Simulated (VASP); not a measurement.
Input of a VASP 6.6.1 run:

File INCAR:

```
ALGO = Normal
EDIFF = 1E-6
ENCUT = 520
ISIF = 2
ISMEAR = 0
LASPH = T
LCHARG = F
LREAL = F
LWAVE = F
NBANDS = 10
NELM = 60
PREC = Accurate
SIGMA = 0.1
```

The input KPOINTS:

```
k-points
0
Gamma
  3 3 3
```

The input POSCAR:

```
Na
1.0
    7.0233430000      0.0000000000      0.0000000000
    0.0000000000      7.0233430000      0.0000000000
    0.0000000000      0.0000000000      7.0233430000
Na
1
Direct
    0.0000000000      0.0000000000      0.0000000000
```

Potentials or basis: VASP PAW LDA potentials, release 64 (Na_pv).

Run with:

```console
$ cat potpaw_LDA.64/Na_pv/POTCAR > POTCAR
$ mpirun -np 1 vasp_std > vasp.out
```

Estimate the pressure.

-0.1 GPa.

Estimate the band gap on the k mesh.

zero (an odd number of electrons rules out a gap without spin polarisation).
